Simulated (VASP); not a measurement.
Input of a VASP 6.6.1 run:

Contents of INCAR:

```
SYSTEM = Al2Au
  PREC = Accurate
  ENCUT = 520
  EDIFF = 1E-6
  ISMEAR = -1
  SIGMA = 0.05
  LREAL = .False.
  LASPH = .True.
  NELM = 80
  ALGO = Fast
  ISIF = 2
  LWAVE = .False.
  LCHARG = .False.
  GGA = PE
  NBANDS = 16
```

KPOINTS

```
regular mesh
0
Gamma
  8 8 8
  0 0 0
```

File POSCAR:

```
Al2Au
1.0
    0.0000000000      3.0301591356      3.0301591356
    3.0301591356      0.0000000000      3.0301591356
    3.0301591356      3.0301591356      0.0000000000
Au Al
1 2
Direct
    0.0000000000      0.0000000000      0.0000000000
    0.7500000000      0.7500000000      0.7500000000
    0.2500000000      0.2500000000      0.2500000000
```

Potentials or basis: VASP PAW PBE potentials, release 64 (Au, Al).

Command:

```sh
$ cat potpaw_PBE.64/Au/POTCAR potpaw_PBE.64/Al/POTCAR > POTCAR
$ mpirun -np 1 vasp_std > vasp.out
```

**Question.** Estimate the pressure.

**Answer.** -0.3 GPa.
